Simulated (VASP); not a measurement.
BaTiO3, 5 atoms in the cell. Symmetry: R3m, No. 160, trigonal system. Conventional cell: a = 5.655 Å, b = 5.655 Å, c = 6.955 Å, α = 90.00°, β = 90.00°, γ = 120.00°. Ba (site symmetry 3m) has 12 O at 2.79 to 2.89 Å and 8 Ti at 3.37 to 3.59 Å within 3.7 Å. Ti (site symmetry 3m) has 6 O at 1.87 to 2.14 Å within 2.5 Å. Within 2.5 Å of O (site symmetry m) lie 2 Ti at 1.87 to 2.14 Å. 

| Quantity | Value |
| --- | --- |
| Program | VASP 6.6.1 |
| Task | relaxation of the atoms |
| Functional | PBE |
| Potentials or basis | VASP PAW PBE potentials, release 64 (Ba_sv, Ti_sv, O) |
| Cutoff | 520 eV |
| k mesh | 5 × 5 × 5 |
| Occupations | fermi-dirac, width 0.02 eV |
| Spin | no spin polarisation |
| Dipole correction | no |
| Further INCAR settings | ALGO = Normal; EDIFF = 1e-06; IBRION = 2; EDIFFG = -0.02; NSW = 80 |

Potentials or basis: VASP PAW PBE potentials, release 64 (Ba_sv, Ti_sv, O).

Command:

```console
$ cat potpaw_PBE.64/Ba_sv/POTCAR potpaw_PBE.64/Ti_sv/POTCAR potpaw_PBE.64/O/POTCAR > POTCAR
$ mpirun -np 1 vasp_std > vasp.out
```

Hardware: 1 thread of Intel Xeon 8259CL, with other jobs on the host.

Q: Estimate the wall time of this run.

A: It took 2.2 min on 1 thread of Intel Xeon 8259CL (shared host), peak memory 0.19 GiB. Counts: scf iterations 36, k points 19, ion steps 5.
